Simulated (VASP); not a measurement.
# Hf (P6_3/mmc) in VASP: notebook

The runs below take Hf through single point, with PBEsol.

Program: VASP 6.6.1. These are calculated values, not measurements. Logs are shortened: lines on timing, memory, paths and dates and some standing lists are left out, and cuts for length are marked.

**1. The cell of the first run**

The structure is hexagonal, space group P6_3/mmc (No. 194). Conventional cell: a = 3.197 Å, b = 3.197 Å, c = 5.058 Å, α = 90.00°, β = 90.00°, γ = 120.00°. Within 4.1 Å of Hf (site symmetry -6m2) lie 12 Hf at 3.13 to 3.20 Å.

**2. Single point, PBEsol**

Contents of INCAR:

```
SYSTEM = Hf
ALGO = Normal
EDIFF = 1E-6
ENCUT = 520
GGA = PS
ISIF = 2
ISMEAR = 0
LASPH = .True.
LCHARG = .True.
LELF = .True.
LREAL = .False.
LVHAR = .True.
LWAVE = .False.
NBANDS = 17
NELM = 100
PREC = Accurate
SIGMA = 0.1
```

Contents of KPOINTS:

```
k-points
0
Gamma
  6 6 4
  0 0 0
```

Contents of POSCAR:

```
Hf
1.0
    3.1967000000      0.0000000000      0.0000000000
   -1.5983500000      2.7684234083      0.0000000000
    0.0000000000      0.0000000000      5.0578000000
Hf
2
Direct
    0.3333333333      0.6666666667      0.2500000000
    0.6666666667      0.3333333333      0.7500000000
```

Potentials or basis: VASP PAW PBE potentials, release 64 (Hf_pv).

Command:

```
cat potpaw_PBE.64/Hf_pv/POTCAR > POTCAR
mpirun -np 1 vasp_std > vasp.out
```

OUTCAR:

```text
SYSTEM = Hf
   EDIFF = 1E-6
   ENCUT = 520
   GGA = PS
   ISIF = 2
   ISMEAR = 0
   LASPH = .True.
   LREAL = .False.
   NELM = 100
   PREC = Accurate

 ion  position               nearest neighbor table
   1  0.333  0.667  0.250-   2 3.13   2 3.13   2 3.13   2 3.13   2 3.13   2 3.13
   2  0.667  0.333  0.750-   1 3.13   1 3.13   1 3.13   1 3.13   1 3.13   1 3.13

  LATTYP: Found a hexagonal cell.
 ALAT       =     3.1967000000
 C/A-ratio  =     1.5821941377

  Lattice vectors:

 A1 = (   3.1967000000,   0.0000000000,   0.0000000000)
 A2 = (  -1.5983500000,   2.7684234083,   0.0000000000)
 A3 = (   0.0000000000,   0.0000000000,   5.0578000000)

Analysis of symmetry for initial positions (statically):
=====================================================================
 Subroutine PRICEL returns:
 Original cell was already a primitive cell.

 Routine SETGRP: Setting up the symmetry group for a
 hexagonal supercell.

 Subroutine GETGRP returns: Found 24 space group operations
 (whereof 12 operations were pure point group operations)
 out of a pool of 24 trial point group operations.

The static configuration has the point symmetry D_3d.
 The point group associated with its full space group is D_6h.

Analysis of symmetry for dynamics (positions and initial velocities):
=====================================================================
 Subroutine PRICEL returns:
 Original cell was already a primitive cell.

 Routine SETGRP: Setting up the symmetry group for a
 hexagonal supercell.

 Subroutine GETGRP returns: Found 24 space group operations
 (whereof 12 operations were pure point group operations)
 out of a pool of 24 trial point group operations.

The dynamic configuration has the point symmetry D_3d.
 The point group associated with its full space group is D_6h.

 Subroutine INISYM returns: Found 24 space group operations
 (whereof 12 operations are pure point group operations),
 and found     1 'primitive' translations

----------------------------------------------------------------------------------------

                                     Primitive cell

  volume of cell :      44.7606

  direct lattice vectors                    reciprocal lattice vectors
     3.196700000  0.000000000  0.000000000     0.312822598  0.180608211  0.000000000
    -1.598350000  2.768423408  0.000000000     0.000000000  0.361216423  0.000000000
     0.000000000  0.000000000  5.057800000     0.000000000  0.000000000  0.197714421

  length of vectors
     3.196700000  3.196700000  5.057800000     0.361216423  0.361216423  0.197714421

  position of ions in fractional coordinates (direct lattice)
     0.333333333  0.666666667  0.250000000
     0.666666667  0.333333333  0.750000000

  ion indices of the primitive-cell ions
   primitive index   ion index
                 1           1
                 2           2

----------------------------------------------------------------------------------------

 KPOINTS: k-points

Automatic generation of k-mesh.
 Grid dimensions read from file:
 generate k-points for:    6    6    4

 Generating k-lattice:

  Cartesian coordinates                     Fractional coordinates (reciprocal lattice)
     0.052137100  0.030101369  0.000000000     0.166666667  0.000000000  0.000000000
     0.000000000  0.060202737  0.000000000     0.000000000  0.166666667  0.000000000
     0.000000000  0.000000000  0.049428605     0.000000000  0.000000000  0.250000000

  Length of vectors
     0.060202737  0.060202737  0.049428605

  Shift w.r.t. Gamma in fractional coordinates (k-lattice)
     0.000000000  0.000000000  0.000000000

 Subroutine IBZKPT returns following result:
 ===========================================

 Found     21 irreducible k-points:

 Following reciprocal coordinates:
            Coordinates               Weight
  0.000000  0.000000  0.000000      1.000000
  0.166667  0.000000  0.000000      6.000000
  0.333333  0.000000  0.000000      6.000000
  0.500000  0.000000  0.000000      3.000000
  0.166667  0.166667  0.000000      6.000000
  0.333333  0.166667  0.000000     12.000000
[... 13 lines left out ...]
  0.333333  0.166667  0.500000     12.000000
  0.333333  0.333333  0.500000      2.000000
   k-points           NKPTS =     21   k-points in BZ     NKDIM =     21   number of bands    NBANDS=     17
   number of dos      NEDOS =    301   number of ions     NIONS =      2
   total plane-waves  NPLWV =  23040
   dimension x,y,z NGX =    24 NGY =   24 NGZ =   40
   dimension x,y,z NGXF=    48 NGYF=   48 NGZF=   80
   ions per type =               2
   NGX,Y,Z   is equivalent  to a cutoff of  12.48, 12.48, 13.15 a.u.
   NGXF,Y,Z  is equivalent  to a cutoff of  24.96, 24.96, 26.30 a.u.
 SYSTEM =  Hf
   PREC   = accura    normal or accurate (medium, high low for compatibility)
   ISTART =      0    job   : 0-new  1-cont  2-samecut
   ICHARG =      2    charge: 1-file 2-atom 10-const
   ISPIN  =      1    spin polarized calculation?
   LNONCOLLINEAR =      F non collinear calculations
   LSORBIT =      F    spin-orbit coupling
   LASPH  =      T    aspherical Exc in radial PAW
   ENCUT  =  520.0 eV  38.22 Ry    6.18 a.u.   5.94  5.94  9.40*2*pi/ulx,y,z
   NELM   =    100;   NELMIN=  2; NELMDL= -5     # of ELM steps
   EDIFF  = 0.1E-05   stopping-criterion for ELM
   LREAL  =      F    real-space projection
   EDIFFG = 0.1E-04   stopping-criterion for IOM
   NSW    =      0    number of steps for IOM
   IBRION =     -1    ionic relax: 0-MD 1-quasi-New 2-CG
   NFREE  =      0    steps in history (QN), initial steepest desc. (CG)
   ISIF   =      2    stress and relaxation
   ISYM   =      2    0-nonsym 1-usesym 2-fastsym
   POTIM  = 0.5000    time-step for ionic-motion
   TEBEG  =    0.0;   TEEND  =   0.0 temperature during run
   PSTRESS=    0.0 pullay stress
   NELECT =      20.0000    total number of electrons
   NUPDOWN=      -1.0000    fix difference up-down
   EMIN   =  10.00;   EMAX   =-10.00  energy-range for DOS
   EFERMI =   0.00;   METHOD = LEGACY
   ISMEAR =     0;   SIGMA  =   0.10  broadening in eV -4-tet -1-fermi 0-gaus
   EFERMI_NEDOS =   21; number of points for ismear=-14 and -15
   IALGO  =     38    algorithm
   IMIX   =      4    mixing-type and parameters
     AMIX     =   0.40;   BMIX     =  1.00
     AMIX_MAG =   1.60;   BMIX_MAG =  1.00
  volume/ion in A,a.u.               =      22.38       151.03
  Fermi-wavevector in a.u.,A,eV,Ry     =   1.251563  2.365112 21.312311  1.566411
  Thomas-Fermi vector in A             =   2.385505
   LORBIT       =      0    0 simple, 1 ext, 2 COOP (PROOUT), +10 PAW based schemes
   GGA     = PS    functional components
   LHFCALC =     F    Hartree Fock is set to
   AEXX    =    0.0000 exact exchange contribution
   IVDW    =     0    specifies the selected vdW correction
   LEPSILON=     F    determine dielectric tensor
   LRPA    =     F    only Hartree local field effects (RPA)
 non-spin polarized calculation
 Gauss-broadening in eV      SIGMA  =   0.10
  energy-cutoff  :      520.00
  volume of cell :       44.76
 maximum number of plane-waves:      1236
 NGX is ok and might be reduce to    24
   NGX = 11   NGY = 11   NGZ = 19

 number of electron      20.0000004 magnetization

 Free energy of the ion-electron system (eV)
  ---------------------------------------------------
  ext. energy  EPLUGINS =         0.00000000
  ---------------------------------------------------
  free energy    TOTEN  =       -20.96155131 eV

  energy without entropy =      -20.94357819  energy(sigma->0) =      -20.95256475

 E-fermi :   4.8104     XC(G=0): -11.3895

 val. band max:        4.7283385937   @ k =   0.1667   0.0000   0.0000
 cond. band min:       4.8104598636   @ k =   0.3333   0.3333   0.2500
 fundamental gap:      0.0821212699
 Fermi energy:         4.8103931938

 k-point     1 :       0.0000    0.0000    0.0000
  band No.  band energies     occupation
      1     -26.2694      2.00000
      2     -25.5307      2.00000
      3     -25.5307      2.00000
      4     -25.4021      2.00000
      5     -25.4021      2.00000
      6     -25.3971      2.00000
[... 9 lines left out ...]
     16       7.3751      0.00000
     17      10.0823      0.00000

 k-point     2 :       0.1667    0.0000    0.0000
  band No.  band energies     occupation
      1     -26.1996      2.00000
      2     -25.6741      2.00000
      3     -25.5777      2.00000
      4     -25.5507      2.00000
      5     -25.4305      2.00000
      6     -25.4223      2.00000
[... 9 lines left out ...]
     16       7.4748      0.00000
     17      10.5708      0.00000

 k-point     3 :       0.3333    0.0000    0.0000
  band No.  band energies     occupation
      1     -26.0289      2.00000
      2     -25.9608      2.00000
      3     -25.8265      2.00000
      4     -25.6653      2.00000
      5     -25.5280      2.00000
      6     -25.4679      2.00000
[... 9 lines left out ...]
     16       9.3908      0.00000
     17      11.0770      0.00000

 k-point     4 :       0.5000    0.0000    0.0000
  band No.  band energies     occupation
      1     -26.1028      2.00000
      2     -25.9558      2.00000
      3     -25.9012      2.00000
      4     -25.7069      2.00000
      5     -25.6188      2.00000
      6     -25.4920      2.00000
[... 9 lines left out ...]
     16      11.2144      0.00000
     17      11.7032      0.00000

 k-point     5 :       0.1667    0.1667    0.0000
  band No.  band energies     occupation
      1     -26.0779      2.00000
      2     -25.8246      2.00000
      3     -25.8106      2.00000
      4     -25.6179      2.00000
      5     -25.4987      2.00000
      6     -25.4974      2.00000
[... 9 lines left out ...]
     16       9.1912      0.00000
     17      10.7218      0.00000

 k-point     6 :       0.3333    0.1667    0.0000
  band No.  band energies     occupation
      1     -26.0292      2.00000
      2     -25.9087      2.00000
      3     -25.9035      2.00000
      4     -25.7529      2.00000
      5     -25.6164      2.00000
      6     -25.5761      2.00000
[... 9 lines left out ...]
     16      10.7803      0.00000
     17      11.4319      0.00000

 k-point     7 :       0.3333    0.3333    0.0000
  band No.  band energies     occupation
      1     -25.9979      2.00000
      2     -25.8638      2.00000
      3     -25.8638      2.00000
      4     -25.7506      2.00000
      5     -25.7506      2.00000
      6     -25.7188      2.00000
[... 9 lines left out ...]
     16      10.4261      0.00000
     17      10.4273      0.00000

 k-point     8 :       0.0000    0.0000    0.2500
  band No.  band energies     occupation
      1     -26.1493      2.00000
      2     -25.5332      2.00000
      3     -25.5120      2.00000
      4     -25.5120      2.00000
      5     -25.4211      2.00000
      6     -25.4211      2.00000
[... 9 lines left out ...]
     16       8.1746      0.00000
     17      10.1964      0.00000
[... 143 lines left out ...]
      1     -25.8878      2.00000
      2     -25.8878      2.00000
      3     -25.5496      2.00000
      4     -25.5496      2.00000
      5     -25.5006      2.00000
      6     -25.5006      2.00000
[... 9 lines left out ...]
     16       9.4031      0.00000
     17       9.6243      0.00000

 k-point    17 :       0.3333    0.0000    0.5000
  band No.  band energies     occupation
      1     -26.0598      2.00000
      2     -26.0598      2.00000
      3     -25.6107      2.00000
      4     -25.6107      2.00000
      5     -25.5675      2.00000
      6     -25.5675      2.00000
[... 9 lines left out ...]
     16       9.8854      0.00000
     17       9.9956      0.00000

 k-point    18 :       0.5000    0.0000    0.5000
  band No.  band energies     occupation
      1     -26.1719      2.00000
      2     -26.1719      2.00000
      3     -25.6104      2.00000
      4     -25.6104      2.00000
      5     -25.6006      2.00000
      6     -25.6006      2.00000
[... 9 lines left out ...]
     16      10.8495      0.00000
     17      10.9236      0.00000

 k-point    19 :       0.1667    0.1667    0.5000
  band No.  band energies     occupation
      1     -25.9894      2.00000
      2     -25.9894      2.00000
      3     -25.6328      2.00000
      4     -25.6328      2.00000
      5     -25.5434      2.00000
      6     -25.5434      2.00000
[... 9 lines left out ...]
     16       9.4214      0.00000
     17      10.3052      0.00000

 k-point    20 :       0.3333    0.1667    0.5000
  band No.  band energies     occupation
      1     -26.1101      2.00000
      2     -26.1101      2.00000
      3     -25.7276      2.00000
      4     -25.7276      2.00000
      5     -25.5501      2.00000
      6     -25.5501      2.00000
[... 9 lines left out ...]
     16      10.3148      0.00000
     17      11.5876      0.00000

 k-point    21 :       0.3333    0.3333    0.5000
  band No.  band energies     occupation
      1     -26.0686      2.00000
      2     -26.0686      2.00000
      3     -25.8604      2.00000
      4     -25.8604      2.00000
      5     -25.5358      2.00000
      6     -25.5358      2.00000
[... 9 lines left out ...]
     16       9.8093      0.00000
     17      13.3323      0.00000

------------------------ aborting loop because EDIFF is reached ----------------------------------------

  FORCE on cell =-STRESS in cart. coord.  units (eV):
  Direction    XX          YY          ZZ          XY          YZ          ZX
  --------------------------------------------------------------------------------------
  -------------------------------------------------------------------------------------
  Total       -1.1576546     -1.1576546     -0.9840786      0.0000000      0.0000000     -0.0000000
  in kB      -41.4374983    -41.4374983    -35.2244574      0.0000000      0.0000000     -0.0000000
  external PRESSURE =     -39.3664847 kB  Pullay stress =       0.0000000 kB

 VOLUME and BASIS-vectors are now :
 -----------------------------------------------------------------------------
  energy-cutoff  :      520.00
  volume of cell :       44.76
      direct lattice vectors                 reciprocal lattice vectors
     3.196700000  0.000000000  0.000000000     0.312822598  0.180608211  0.000000000
    -1.598350000  2.768423408  0.000000000     0.000000000  0.361216423  0.000000000
     0.000000000  0.000000000  5.057800000     0.000000000  0.000000000  0.197714421

 POSITION                                       TOTAL-FORCE (eV/Angst)
 -----------------------------------------------------------------------------------
     -0.00000      1.84562      1.26445        -0.000000      0.000000      0.000000
      1.59835      0.92281      3.79335         0.000000     -0.000000      0.000000
 -----------------------------------------------------------------------------------
    total drift:                               -0.000000      0.000000     -0.000000

  FREE ENERGIE OF THE ION-ELECTRON SYSTEM (eV)
  ---------------------------------------------------
  free  energy   TOTEN  =       -20.9615513139 eV

  energy  without entropy=      -20.9435781914  energy(sigma->0) =      -20.95256475
```

Wall time 10 s (1 thread of Intel Xeon Platinum 8259CL at 2.50GHz (Skylake/Cascade Lake), shared host); peak memory 0.16 GiB.

What came out:

- Free energy: -20.9616 eV
- Pressure: -3.9 GPa
- Band gap on the k mesh: zero (band 10 reaches 5.92 eV, above the bottom of band 11 at 4.57 eV)

Caveat: the k points lie up to 0.38 Å⁻¹ apart; the PAW data sets were made with another functional, which shifts forces and pressure a little; spin-orbit coupling is left out, which moves the levels of the heavy elements.

(Part 1 of 2 ends here.)
